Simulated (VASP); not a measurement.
Wanted: the native input for a VASP 6.6.1 run.

- Task: relaxation of cell and atoms
- Functional: PBE
- Potentials or basis: VASP PAW PBE potentials, release 64 (Ta_pv)
- Cutoff: 500 eV
- k mesh: 7 × 7 × 7
- Occupations: gaussian, width 0.05 eV
- Spin: no spin polarisation
- Target pressure: 5 GPa
- Dipole correction: no
- Further INCAR settings: ALGO = Normal; EDIFF = 1e-07; IBRION = 2; EDIFFG = -0.03; NSW = 60; ISIF = 3

The structure of Ta lies in POSCAR:

```
Ta
1.0
    0.0000000000      2.8600000000      2.8600000000
    2.8600000000      0.0000000000      2.8600000000
    2.8600000000      2.8600000000      0.0000000000
Ta
2
Direct
    1.0000000000      1.0000000000      1.0000000000
    0.2500000000      0.2500000000      0.2500000000
```

This isn't the form of Ta at room conditions, which is bcc.

The input as run:

INCAR

```
SYSTEM = Ta
ALGO = Normal
EDIFF = 1E-7
EDIFFG = -0.03
ENCUT = 500
GGA = PE
GGA_COMPAT = .False.
IBRION = 2
ISIF = 3
ISMEAR = 0
LASPH = .True.
LCHARG = .False.
LREAL = .False.
LWAVE = .False.
NELM = 120
NELMIN = 4
NSW = 60
PREC = Accurate
PSTRESS = 50.0
SIGMA = 0.05
```

KPOINTS

```
k-points
0
Gamma
  7 7 7
  0 0 0
```

Potentials or basis: VASP PAW PBE potentials, release 64 (Ta_pv).

Run with:

```sh
$ cat potpaw_PBE.64/Ta_pv/POTCAR > POTCAR
$ mpirun -np 1 vasp_std > vasp.out
```

Results of the run:

| Item | Value |
| --- | --- |
| Relaxed volume | 26.75 Å³/atom |
| Relaxed cell | a = 4.230 Å, b = 4.230 Å, c = 4.230 Å, α = 60.00°, β = 60.00°, γ = 60.00° |
| Space group after relaxing (to 0.1 Å) | Fd-3m (No. 227) |
| Energy change on relaxing (the run minimises the enthalpy) | -242.0 meV/atom |
| Ionic steps | 4 |
| Pressure after relaxing | 4.9 GPa |
| Band gap on the k mesh | zero (bands 11 and 12 overlap by 0.44 eV) |

Caveat: the cell is relaxed towards a set pressure, so the run minimises the enthalpy, not the energy; spin-orbit coupling is left out, which moves the levels of the heavy elements.

Wall time 22 s on 1 thread of Intel(R) Xeon(R) 6975P-C (Granite Rapids) (shared host), peak memory 0.17 GiB.
